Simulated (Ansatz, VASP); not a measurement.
Rh: VASP beside Ansatz

Contents of INCAR:

```
SYSTEM = Rh
PREC = Accurate ; ENCUT = 520
EDIFF = 1E-6 ; ISMEAR = 0
SIGMA = 0.02 ; LREAL = .False.
LASPH = .True. ; NELM = 60
ALGO = Normal ; ISIF = 2
LWAVE = .False. ; LCHARG = .False.
GGA = PS ; NBANDS = 14
```

KPOINTS

```
regular mesh
0
Gamma
  12 12 12
  0 0 0
```

Contents of POSCAR:

```
Rh
1.0
    0.0000000000      1.8978500000      1.8978500000
    1.8978500000      0.0000000000      1.8978500000
    1.8978500000      1.8978500000      0.0000000000
Rh
1
Direct
    0.0000000000      0.0000000000      0.0000000000
```

The input input.yaml:

```yaml
crystal:
  lattice:
    - [0.0, 1.89785, 1.89785]
    - [1.89785, 0.0, 1.89785]
    - [1.89785, 1.89785, 0.0]
  atoms:
    - { symbol: Rh, position: [0.0, 0.0, 0.0] }
kpoints:
  mp_grid: { grid: [12, 12, 12] }
scf:
  occupations: { method: gaussian, width: 0.02 }
hamiltonian:
  xc: pbesol
  pseudopotentials: { kind: all_electron, lapw: { basis_error: 0.001 } }
output:
  forces: true
  stress: true
  eigenvalues: true
```

Alike in both runs: task single point; functional PBEsol; k mesh 12 × 12 × 12; occupations gaussian, width 0.02 eV; no spin polarisation.

|  | VASP | Ansatz |
| --- | --- | --- |
| version | VASP 6.6.1 | Ansatz 0.2.0 |
| potentials or method | VASP PAW PBE potentials, release 64 (Rh_pv), cutoff 520 eV | all-electron LAPW, scalar-relativistic |

Ansatz gave:

| Item | Value |
| --- | --- |
| gap on the k mesh at the Fermi level (eV) | none |
| pressure (GPa) | -3.8 |

Problem. Estimate VASP's values.

Solution. gap on the k mesh at the Fermi level (eV): none; pressure (GPa): -3.9.

VASP's potentials were made for PBE, not for PBEsol. A gap of «none» marks a metal or a gap that the smearing closes. Ansatz ran all-electron here, and VASP with PAW potentials.
